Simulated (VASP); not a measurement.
# NiO in VASP: notebook

NiO is run at these levels: PBE; tasks: single point.

Everything below comes from runs of VASP 6.6.1. Logs are shortened: lines on timing, memory, paths and dates and some standing lists are left out, and cuts for length are marked.

**1. The cell of the first run**

It takes space group P4mm (No. 99, tetragonal). The conventional cell has a = 2.693 Å, b = 2.693 Å, c = 3.030 Å, α = 90.00°, β = 90.00°, γ = 90.00°. Within 2.5 Å of Ni (site symmetry 4mm) lie 4 O at 1.90 Å. O (site symmetry 4mm) has 4 Ni at 1.90 Å within 2.5 Å.

**2. Single point, PBE, collinear spin, ferromagnetic start**

Contents of INCAR:

```
SYSTEM = NiO
PREC     = Accurate       ! precision mode
ENCUT    = 520            ! plane-wave cutoff, eV
EDIFF    = 1E-7           ! SCF threshold, eV
ISMEAR   = 0              ! smearing method
SIGMA    = 0.1            ! smearing width, eV
LREAL    = .False.        ! projectors in reciprocal space
LASPH    = .True.         ! aspherical terms in the spheres
NELM     = 150            ! most SCF steps
ALGO     = Normal         ! electronic algorithm
ISIF     = 2              ! what is computed and relaxed
LWAVE    = .False.        ! write WAVECAR
LCHARG   = .False.        ! write CHGCAR
ISPIN    = 2              ! spin polarisation
MAGMOM   = 2 0            ! initial moments
LORBIT   = 11             ! projections on sites
LMAXMIX  = 4              ! l up to which the mixer works
GGA      = PE             ! functional
NBANDS   = 19             ! bands
```

Contents of KPOINTS:

```
regular mesh
0
Gamma
  6 6 6
  0 0 0
```

Contents of POSCAR:

```
NiO
1.0
    2.6934392731      0.0000000000      0.0000000000
    0.0000000000      2.6934392731      0.0000000000
    0.0000000000      0.0000000000      3.0298015498
Ni O
1 1
Direct
    0.0000000000      0.0000000000      0.7429775738
    0.5000000000      0.5000000000      0.7379636662
```

Potentials or basis: VASP PAW PBE potentials, release 64 (Ni, O).

Launch:

```console
$ cat potpaw_PBE.64/Ni/POTCAR potpaw_PBE.64/O/POTCAR > POTCAR
$ mpirun -np 1 vasp_std > vasp.out
```

OUTCAR:

```text
SYSTEM = NiO
   PREC = Accurate
   ENCUT = 520
   EDIFF = 1E-7
   ISMEAR = 0
   LREAL = .False.
   LASPH = .True.
   NELM = 150
   ISIF = 2
   ISPIN = 2
   LORBIT = 11
   GGA = PE

 ion  position               nearest neighbor table
   1  0.000  0.000  0.743-   2 1.90   2 1.90   2 1.90   2 1.90
   2  0.500  0.500  0.738-   1 1.90   1 1.90   1 1.90   1 1.90

  LATTYP: Found a simple tetragonal cell.
 ALAT       =     2.6934392731
 C/A-ratio  =     1.1248820718

  Lattice vectors:

 A1 = (   2.6934392731,   0.0000000000,   0.0000000000)
 A2 = (   0.0000000000,   2.6934392731,   0.0000000000)
 A3 = (   0.0000000000,   0.0000000000,   3.0298015498)

Analysis of symmetry for initial positions (statically):
=====================================================================
 Subroutine PRICEL returns:
 Original cell was already a primitive cell.

 Routine SETGRP: Setting up the symmetry group for a
 simple tetragonal supercell.

 Subroutine GETGRP returns: Found  8 space group operations
 (whereof  8 operations were pure point group operations)
 out of a pool of 16 trial point group operations.

The static configuration has the point symmetry C_4v.

Analysis of symmetry for dynamics (positions and initial velocities):
=====================================================================
 Subroutine PRICEL returns:
 Original cell was already a primitive cell.

 Routine SETGRP: Setting up the symmetry group for a
 simple tetragonal supercell.

 Subroutine GETGRP returns: Found  8 space group operations
 (whereof  8 operations were pure point group operations)
 out of a pool of 16 trial point group operations.

The dynamic configuration has the point symmetry C_4v.

Analysis of structural, dynamic, and magnetic symmetry:
=====================================================================
 Subroutine PRICEL returns:
 Original cell was already a primitive cell.

 Routine SETGRP: Setting up the symmetry group for a
 simple tetragonal supercell.

 Subroutine GETGRP returns: Found  8 space group operations
 (whereof  8 operations were pure point group operations)
 out of a pool of 16 trial point group operations.

The overall configuration has the point symmetry C_4v.

 Subroutine INISYM returns: Found  8 space group operations
 (whereof  8 operations are pure point group operations),
 and found     1 'primitive' translations

----------------------------------------------------------------------------------------

                                     Primitive cell

  volume of cell :      21.9800

  direct lattice vectors                    reciprocal lattice vectors
     2.693439273  0.000000000  0.000000000     0.371272525  0.000000000  0.000000000
     0.000000000  2.693439273  0.000000000     0.000000000  0.371272525  0.000000000
     0.000000000  0.000000000  3.029801550     0.000000000  0.000000000  0.330054620

  length of vectors
     2.693439273  2.693439273  3.029801550     0.371272525  0.371272525  0.330054620

  position of ions in fractional coordinates (direct lattice)
     0.000000000  0.000000000  0.742977574
     0.500000000  0.500000000  0.737963666

  ion indices of the primitive-cell ions
   primitive index   ion index
                 1           1
                 2           2

----------------------------------------------------------------------------------------

 KPOINTS: regular mesh

Automatic generation of k-mesh.
 Grid dimensions read from file:
 generate k-points for:    6    6    6

 Generating k-lattice:

  Cartesian coordinates                     Fractional coordinates (reciprocal lattice)
     0.061878754  0.000000000  0.000000000     0.166666667  0.000000000  0.000000000
     0.000000000  0.061878754  0.000000000     0.000000000  0.166666667  0.000000000
     0.000000000  0.000000000  0.055009103     0.000000000  0.000000000  0.166666667

  Length of vectors
     0.061878754  0.061878754  0.055009103

  Shift w.r.t. Gamma in fractional coordinates (k-lattice)
     0.000000000  0.000000000  0.000000000

 Subroutine IBZKPT returns following result:
 ===========================================

 Found     40 irreducible k-points:

 Following reciprocal coordinates:
            Coordinates               Weight
  0.000000  0.000000  0.000000      1.000000
  0.166667  0.000000  0.000000      4.000000
  0.333333  0.000000  0.000000      4.000000
  0.500000  0.000000  0.000000      2.000000
  0.166667  0.166667  0.000000      4.000000
  0.333333  0.166667  0.000000      8.000000
[... 16 lines left out ...]
  0.333333  0.000000  0.333333      8.000000
  0.500000  0.000000  0.333333      4.000000
 [... further k-points ...]
   k-points           NKPTS =     40   k-points in BZ     NKDIM =     40   number of bands    NBANDS=     19
   number of dos      NEDOS =    301   number of ions     NIONS =      2
   total plane-waves  NPLWV =   9600
   dimension x,y,z NGX =    20 NGY =   20 NGZ =   24
   dimension x,y,z NGXF=    40 NGYF=   40 NGZF=   48
   ions per type =               1   1
   NGX,Y,Z   is equivalent  to a cutoff of  12.34, 12.34, 13.17 a.u.
   NGXF,Y,Z  is equivalent  to a cutoff of  24.69, 24.69, 26.34 a.u.
 SYSTEM =  NiO
   PREC   = accura    normal or accurate (medium, high low for compatibility)
   ISTART =      0    job   : 0-new  1-cont  2-samecut
   ICHARG =      2    charge: 1-file 2-atom 10-const
   ISPIN  =      2    spin polarized calculation?
   LNONCOLLINEAR =      F non collinear calculations
   LSORBIT =      F    spin-orbit coupling
   LASPH  =      T    aspherical Exc in radial PAW
   ENCUT  =  520.0 eV  38.22 Ry    6.18 a.u.   5.01  5.01  5.63*2*pi/ulx,y,z
   NELM   =    150;   NELMIN=  2; NELMDL= -5     # of ELM steps
   EDIFF  = 0.1E-06   stopping-criterion for ELM
   LREAL  =      F    real-space projection
   EDIFFG = 0.1E-05   stopping-criterion for IOM
   NSW    =      0    number of steps for IOM
   IBRION =     -1    ionic relax: 0-MD 1-quasi-New 2-CG
   NFREE  =      0    steps in history (QN), initial steepest desc. (CG)
   ISIF   =      2    stress and relaxation
   ISYM   =      2    0-nonsym 1-usesym 2-fastsym
   POTIM  = 0.5000    time-step for ionic-motion
   TEBEG  =    0.0;   TEEND  =   0.0 temperature during run
   PSTRESS=    0.0 pullay stress
   NELECT =      16.0000    total number of electrons
   NUPDOWN=      -1.0000    fix difference up-down
   EMIN   =  10.00;   EMAX   =-10.00  energy-range for DOS
   EFERMI =   0.00;   METHOD = LEGACY
   ISMEAR =     0;   SIGMA  =   0.10  broadening in eV -4-tet -1-fermi 0-gaus
   EFERMI_NEDOS =   21; number of points for ismear=-14 and -15
   IALGO  =     38    algorithm
   IMIX   =      4    mixing-type and parameters
     AMIX     =   0.40;   BMIX     =  1.00
     AMIX_MAG =   1.60;   BMIX_MAG =  1.00
  volume/ion in A,a.u.               =      10.99        74.16
  Fermi-wavevector in a.u.,A,eV,Ry     =   1.472670  2.782942 29.507711  2.168756
  Thomas-Fermi vector in A             =   2.587656
   LORBIT       =     11    0 simple, 1 ext, 2 COOP (PROOUT), +10 PAW based schemes
   GGA     = PE    functional components
   LHFCALC =     F    Hartree Fock is set to
   AEXX    =    0.0000 exact exchange contribution
   IVDW    =     0    specifies the selected vdW correction
   LEPSILON=     F    determine dielectric tensor
   LRPA    =     F    only Hartree local field effects (RPA)
 spin polarized calculation
 Gauss-broadening in eV      SIGMA  =   0.10
  energy-cutoff  :      520.00
  volume of cell :       21.98
 maximum number of plane-waves:       608
   NGX = 11   NGY = 11   NGZ = 11

 number of electron      15.9999988 magnetization       1.0067366

 Free energy of the ion-electron system (eV)
  ---------------------------------------------------
  ext. energy  EPLUGINS =         0.00000000
  ---------------------------------------------------
  free energy    TOTEN  =       -11.40067743 eV

  energy without entropy =      -11.39474609  energy(sigma->0) =      -11.39771176

 E-fermi :   5.4082     XC(G=0): -11.3093

 val. band max:        5.4071816069   @ k =   0.1667   0.1667   0.0000
 cond. band min:       5.4271358966   @ k =   0.3333   0.1667   0.5000
 fundamental gap:      0.0199542897
 Fermi energy:         5.4081719240

 spin component 1

 k-point     1 :       0.0000    0.0000    0.0000
  band No.  band energies     occupation
      1     -14.9080      1.00000
      2       1.8223      1.00000
      3       1.8223      1.00000
      4       1.8837      1.00000
      5       1.9288      1.00000
      6       2.4965      1.00000
[... 11 lines left out ...]
     18      34.7536      0.00000
     19      34.7536      0.00000

 k-point     2 :       0.1667    0.0000    0.0000
  band No.  band energies     occupation
      1     -14.6592      1.00000
      2      -0.0852      1.00000
      3       0.4407      1.00000
      4       1.6336      1.00000
      5       2.6386      1.00000
      6       2.8603      1.00000
[... 476 lines left out ...]
 k-point    24 :       0.5000    0.0000    0.3333
  band No.  band energies     occupation
      1     -13.6051      1.00000
      2      -2.7944      1.00000
      3      -1.0777      1.00000
      4      -0.0835      1.00000
      5       3.7911      1.00000
      6       3.8396      1.00000
[... 11 lines left out ...]
     18      33.2803      0.00000
     19      35.7359      0.00000

 [... further k-points ...]

 spin component 2

 k-point     1 :       0.0000    0.0000    0.0000
  band No.  band energies     occupation
      1     -14.6214      1.00000
      2       2.0257      1.00000
      3       2.0257      1.00000
      4       2.2753      1.00000
      5       2.4496      1.00000
      6       2.9630      1.00000
[... 11 lines left out ...]
     18      34.9229      0.00000
     19      34.9230      0.00000

 k-point     2 :       0.1667    0.0000    0.0000
  band No.  band energies     occupation
      1     -14.3675      1.00000
      2       0.1365      1.00000
      3       1.0111      1.00000
      4       2.1960      1.00000
      5       3.1265      1.00000
      6       3.2536      1.00000
[... 476 lines left out ...]
 k-point    24 :       0.5000    0.0000    0.3333
  band No.  band energies     occupation
      1     -13.2883      1.00000
      2      -2.5939      1.00000
      3      -0.4139      1.00000
      4       0.4241      1.00000
      5       4.4152      1.00000
      6       4.6566      1.00000
[... 11 lines left out ...]
     18      33.3581      0.00000
     19      35.8599      0.00000

 [... further k-points ...]
[... 5 lines left out ...]
  --------------------------------------------------------------------------------------
  -------------------------------------------------------------------------------------
  Total        0.5932052      0.5932052      0.2552916      0.0000000      0.0000000      0.0000000
  in kB       43.2401295     43.2401295     18.6088095      0.0000000      0.0000000      0.0000000
  external PRESSURE =      35.0296895 kB  Pullay stress =       0.0000000 kB

 VOLUME and BASIS-vectors are now :
 -----------------------------------------------------------------------------
  energy-cutoff  :      520.00
  volume of cell :       21.98
      direct lattice vectors                 reciprocal lattice vectors
     2.693439273  0.000000000  0.000000000     0.371272525  0.000000000  0.000000000
     0.000000000  2.693439273  0.000000000     0.000000000  0.371272525  0.000000000
     0.000000000  0.000000000  3.029801550     0.000000000  0.000000000  0.330054620

 POSITION                                       TOTAL-FORCE (eV/Angst)
 -----------------------------------------------------------------------------------
      0.00000      0.00000      2.25107         0.000000     -0.000000     -0.019114
      1.34672      1.34672      2.23588        -0.000000      0.000000      0.019114
 -----------------------------------------------------------------------------------
    total drift:                               -0.000000      0.000000      0.000267

  FREE ENERGIE OF THE ION-ELECTRON SYSTEM (eV)
  ---------------------------------------------------
  free  energy   TOTEN  =       -11.4006774271 eV

  energy  without entropy=      -11.3947460856  energy(sigma->0) =      -11.39771176

 total charge

# of ion       s       p       d       tot
------------------------------------------
    1        0.407   0.488   8.338   9.233
    2        1.559   3.434   0.000   4.993
--------------------------------------------------
tot          1.966   3.922   8.338  14.226

 magnetization (x)

# of ion       s       p       d       tot
------------------------------------------
    1        0.011   0.002   0.801   0.814
    2        0.016   0.157   0.000   0.173
--------------------------------------------------
tot          0.027   0.159   0.801   0.987
```

Wall time 32 s (1 thread of AMD EPYC 7R13 (Zen 3), shared host); peak memory 0.12 GiB.

Results:

| Quantity | Value |
| --- | --- |
| Free energy | -11.4007 eV |
| Pressure | 3.5 GPa |
| Largest force | 0.019 eV/Å |
| Net moment | 1.01 μB per cell |
| Site moments | Ni +0.81; O +0.17 μB |
| Valence electrons inside the program's atomic spheres | Ni 9.23; O 4.99 |

Forces on the atoms (eV/Å):
```
Ni   0.000  0.000 -0.019
O    0.000  0.000  0.019
```

Stress tensor (GPa, compression positive):
```
4.32 0.00 0.00
0.00 4.32 0.00
0.00 0.00 1.86
```

Levels at points of the mesh, in eV from the Fermi level:
Spin up:
```csv
k point,band 6,band 7,band 8,band 9,band 10,band 11,band 12,band 13
"(0.00, 0.00, 0.00)",-2.91,-2.59,-1.56,-1.56,2.27,14.58,15.25,16.03
"(0.50, 0.00, 0.00)",-1.48,-1.22,-0.11,1.87,6.93,7.81,13.55,15.78
"(0.50, 0.50, 0.00)",-2.10,-2.01,-1.31,-1.26,5.56,11.48,11.48,15.03
"(0.00, 0.00, 0.50)",-2.58,-1.77,-1.77,-1.11,5.19,6.95,18.38,19.69
"(0.50, 0.00, 0.50)",-1.44,-0.38,-0.34,1.89,3.52,11.65,12.35,13.18
"(0.50, 0.50, 0.50)",-2.65,-1.30,-1.26,-1.12,8.23,9.94,11.61,11.61
```
Spin down:
```csv
k point,band 6,band 7,band 8,band 9,band 10,band 11
"(0.00, 0.00, 0.00)",-2.45,-1.12,-0.68,-0.68,2.59,14.78
"(0.50, 0.00, 0.00)",-0.76,-0.60,0.72,2.96,6.97,8.04
"(0.50, 0.50, 0.00)",-1.28,-1.28,-0.77,0.20,5.76,11.50
"(0.00, 0.00, 0.50)",-1.10,-0.93,-0.93,-0.37,5.44,7.21
"(0.50, 0.00, 0.50)",-0.80,0.31,0.45,2.98,3.50,11.79
"(0.50, 0.50, 0.50)",-1.91,-0.77,-0.37,0.21,8.23,10.22
```

Caveat: the k points lie up to 0.39 Å⁻¹ apart; a cell with one magnetic atom can't hold antiferromagnetic order, which such compounds often take; semilocal functionals often make such compounds metallic where correlation or magnetic order opens a gap, which also shifts bond lengths. With open d or f shells a metallic result of PBE can be an artefact of self-interaction; +U or a hybrid may open a gap.

**3. Single point, PBE**

This run uses another cell than the first one, of 11.70 Å³/atom, 1.065 times its volume.

Contents of INCAR:

```
SYSTEM = NiO
PREC = Accurate
ENCUT = 520
EDIFF = 1E-7
ISMEAR = 0
SIGMA = 0.1
LREAL = .False.
LASPH = .True.
NELM = 100
ALGO = Normal
ISIF = 2
LWAVE = .False.
LCHARG = .False.
GGA = PE
NBANDS = 15
```

Contents of KPOINTS:

```
Automatic mesh
0
Gamma
  20 20 18
  0 0 0
```

Contents of POSCAR:

```
NiO
1.0
    2.6878338147      0.0000000000      0.0000000000
    0.0000000000      2.6878338147      0.0000000000
    0.0000000000      0.0000000000      3.2395908856
Ni O
1 1
Direct
    0.0000000000      0.0000000000      0.5000000000
    0.5000000000      0.5000000000      0.5000000000
```

Potentials or basis: VASP PAW PBE potentials, release 64 (Ni, O).

Launch:

```console
$ cat potpaw_PBE.64/Ni/POTCAR potpaw_PBE.64/O/POTCAR > POTCAR
$ mpirun -np 1 vasp_std > vasp.out
```

It took 2.9 min on 1 thread of AMD EPYC 7R13 (Zen 3), shared host; peak memory 0.29 GiB.

The run converged. Its results:

| Property | Result |
| --- | --- |
| Free energy | -11.3430 eV |
| Pressure | 0.6 GPa |
| Band gap on the k mesh | zero (band 8 reaches 5.09 eV, above the bottom of band 9 at 3.66 eV) |

Stress tensor (GPa, compression positive):
```
0.92 0.00 0.00
0.00 0.92 0.00
0.00 0.00 0.00
```

Levels at points of the mesh, in eV from the Fermi level:
| k point | band 4 | band 5 | band 6 | band 7 | band 8 | band 9 | band 10 | band 11 | band 12 | band 13 |
| --- | --- | --- | --- | --- | --- | --- | --- | --- | --- | --- |
| (0.00, 0.00, 0.00) | -3.43 | -3.19 | -2.26 | -1.74 | -0.93 | -0.93 | 2.54 | 13.82 | 13.82 | 16.47 |
| (0.50, 0.00, 0.00) | -4.22 | -1.58 | -0.84 | -0.82 | 0.42 | 2.52 | 7.03 | 7.93 | 12.16 | 15.37 |
| (0.50, 0.50, 0.00) | -2.35 | -1.56 | -1.56 | -1.23 | -0.87 | -0.43 | 6.12 | 11.60 | 11.60 | 14.62 |
| (0.00, 0.00, 0.50) | -3.34 | -3.13 | -1.74 | -1.06 | -1.06 | -0.63 | 5.11 | 6.59 | 18.32 | 20.02 |
| (0.50, 0.00, 0.50) | -5.29 | -1.02 | -0.95 | 0.01 | 0.27 | 2.53 | 3.88 | 11.45 | 11.79 | 12.78 |
| (0.50, 0.50, 0.50) | -3.14 | -1.96 | -1.96 | -0.87 | -0.58 | -0.42 | 8.66 | 9.62 | 11.78 | 11.78 |

Caveat: the run has no spin polarisation, though such a crystal can be magnetic; semilocal functionals often make such compounds metallic where correlation or magnetic order opens a gap, which also shifts bond lengths. Spin polarisation is off, so any magnetic state and its effect on volume and gap are missing.

**4. Single point, PBE**

This run uses another cell than the first one, of 11.70 Å³/atom, 1.065 times its volume.

Contents of INCAR:

```
PREC = Accurate ; ENCUT = 520
EDIFF = 1E-6 ; ISMEAR = 0
SIGMA = 0.1 ; LREAL = False
LASPH = True ; NELM = 60
ALGO = Normal ; ISIF = 2
LWAVE = False ; LCHARG = False
GGA = PE ; NBANDS = 15
```

Contents of KPOINTS:

```
Automatic mesh
0
Gamma
  20 20 18
```

POSCAR is that of step 3.

Launch:

```console
$ cat potpaw_PBE.64/Ni/POTCAR potpaw_PBE.64/O/POTCAR > POTCAR
$ mpirun -np 1 vasp_std > vasp.out
```

It took 3.3 min on 1 thread of AMD EPYC 7R13 (Zen 3), shared host; peak memory 0.29 GiB.

It converged, with:

| Quantity | Value |
| --- | --- |
| Free energy | -11.3430 eV |
| Pressure | 0.5 GPa |
| Band gap on the k mesh | zero (band 8 reaches 5.09 eV, above the bottom of band 9 at 3.66 eV) |

Stress tensor (GPa, compression positive):
```
 0.78  0.00  0.00
 0.00  0.78  0.00
 0.00  0.00 -0.15
```

Levels at points of the mesh, in eV from the Fermi level:
```csv
k point,band 4,band 5,band 6,band 7,band 8,band 9,band 10,band 11,band 12,band 13
"(0.00, 0.00, 0.00)",-3.43,-3.19,-2.26,-1.74,-0.93,-0.93,2.54,13.82,13.82,16.47
"(0.50, 0.00, 0.00)",-4.22,-1.58,-0.84,-0.82,0.42,2.52,7.03,7.93,12.16,15.37
"(0.50, 0.50, 0.00)",-2.35,-1.56,-1.56,-1.23,-0.87,-0.43,6.12,11.60,11.60,14.62
"(0.00, 0.00, 0.50)",-3.34,-3.13,-1.74,-1.06,-1.06,-0.63,5.11,6.59,18.32,20.02
"(0.50, 0.00, 0.50)",-5.29,-1.02,-0.95,0.01,0.27,2.53,3.87,11.45,11.79,12.78
"(0.50, 0.50, 0.50)",-3.14,-1.96,-1.96,-0.87,-0.58,-0.42,8.66,9.62,11.78,11.78
```

Caveat: the run has no spin polarisation, though such a crystal can be magnetic; semilocal functionals often make such compounds metallic where correlation or magnetic order opens a gap, which also shifts bond lengths. Spin polarisation is off, so any magnetic state and its effect on volume and gap are missing.
